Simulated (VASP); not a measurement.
Write the native input for VASP 6.6.1 that does the following.

```
Task                   : single point
Functional             : PBE
Potentials or basis    : VASP PAW PBE potentials, release 64 (Hf_pv, O)
Cutoff                 : 520 eV
k mesh                 : 6 × 6 × 8
Occupations            : gaussian, width 0.05 eV
Spin                   : no spin polarisation
Dipole correction      : no
Further INCAR settings : ALGO = Normal; EDIFF = 1e-06; NBANDS = 31
```

The structure of HfO2 lies in POSCAR:

```
HfO2
1.0
    4.8812150602      0.0000000000      0.0000000000
    0.0000000000      4.8812150602      0.0000000000
    0.0000000000      0.0000000000      3.2378896156
Hf O
2 4
Direct
    0.0000000000      0.0000000000     -0.0417864770
    0.5000000000      0.5000000000      0.5417864770
    0.1948161092      0.8051838908      0.4865900157
    0.3051838908      0.3051838908      0.0134099843
    0.6948161092      0.6948161092      0.0134099843
    0.8051838908      0.1948161092      0.4865900157
```

This cell differs from its parent crystal: mode 4 frozen in at -0.135 Å and mode 5 at +0.000 Å (largest displacements).

The input as run:

INCAR

```
PREC = Accurate
ENCUT = 520
EDIFF = 1E-6
ISMEAR = 0
SIGMA = 0.05
LREAL = F
LASPH = T
NELM = 60
ALGO = Normal
ISIF = 2
LWAVE = F
LCHARG = F
GGA = PE
NBANDS = 31
```

KPOINTS

```
regular mesh
0
Gamma
  6 6 8
```

Potentials or basis: VASP PAW PBE potentials, release 64 (Hf_pv, O).

Run with:

```console
$ cat potpaw_PBE.64/Hf_pv/POTCAR potpaw_PBE.64/O/POTCAR > POTCAR
$ mpirun -np 1 vasp_std > vasp.out
```

It gave:

```
Pressure               : -2.1 GPa
Largest force          : 0.789 eV/Å
Band gap on the k mesh : 3.95 eV, direct
```

Caveat: the cell differs from its parent crystal (mode 4 frozen in at -0.135 Å and mode 5 at +0.000 Å (largest displacements)); spin-orbit coupling is left out, which moves the levels of the heavy elements.

Wall time 2.1 min on 1 thread of AMD EPYC 7R13, with other jobs on the host, peak memory 0.21 GiB.
